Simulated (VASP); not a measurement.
A run of VASP 6.6.1 is set up as follows.

INCAR

```
SYSTEM = Sr
  ALGO = Fast
  EDIFF = 1E-6
  ENCUT = 520
  GGA = PS
  ISIF = 2
  ISMEAR = 0
  LASPH = .TRUE.
  LCHARG = .FALSE.
  LREAL = .FALSE.
  LWAVE = .FALSE.
  NBANDS = 17
  NELM = 100
  PREC = Accurate
  SIGMA = 0.1
```

Contents of KPOINTS:

```
k-points
0
G
  12 12 10
  0 0 0
```

File POSCAR:

```
Sr
1.0
    2.9579193978      2.9579193978      0.0000000000
   -2.9579193978      2.9579193978      0.0000000000
    0.0000000000      0.0000000000      6.0341555715
Sr
2
Direct
    0.0000000000      0.0000000000      0.0000000000
    0.5000000000      0.5000000000      0.5000000000
```

Potentials or basis: VASP PAW PBE potentials, release 64 (Sr_sv).

Launch:

```bash
$ cat potpaw_PBE.64/Sr_sv/POTCAR > POTCAR
$ mpirun -np 1 vasp_std > vasp.out
```

Question: What does it give for the pressure?

Answer: -0.2 GPa.

Question: Predict the band gap on the k mesh.

Answer: Zero (bands 10 and 11 overlap by 0.04 eV).

Stress tensor (GPa, compression positive):
```
-0.16  0.00  0.00
 0.00 -0.16  0.00
 0.00  0.00 -0.30
```

Caveat: the cell differs from its parent crystal (strain along c alone, the other axes held: +2.0 %); the PAW data sets were made with another functional, which shifts forces and pressure a little.
